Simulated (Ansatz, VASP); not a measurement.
# One calculation of Pd, two programs

```
Pd
1.0
    -3.38697    3.38528    1.37734
     3.38528   -3.38697    1.37734
     1.72740    1.72740   -1.38043
Pd
2
Direct
  0.99997 0.00003 0.00000
  0.75003 0.24997 0.50000
```

Alike in both runs: task single point; functional LDA; k mesh 23 × 23 × 22; occupations fermi-dirac, width 0.1 eV; no spin polarisation.

```csv
,VASP,Ansatz
version,VASP 6.6.1,Ansatz 0.2.0
potentials or method,"VASP PAW LDA potentials, release 64 (Pd), cutoff 520 eV","plane waves (420 eV) with PAW, scalar-relativistic"
valence electrons in the cell,20,36
```

|  | VASP | Ansatz | Ansatz less VASP |
| --- | --- | --- | --- |
| pressure (GPa) | -17.9 | -18.1 | -0.21 |
| traceless stress, the component that is largest in VASP (GPa) | -0.32 | -0.39 | -0.065 |

Ansatz warns that its potentials were made for another functional, while VASP's fit it. LDA's correlation is that of Perdew and Zunger in VASP and of Perdew and Wang (1992) in Ansatz. VASP's potentials hold 20 valence electrons a cell and Ansatz's 36, so a difference there can come from the potentials and not from the codes.
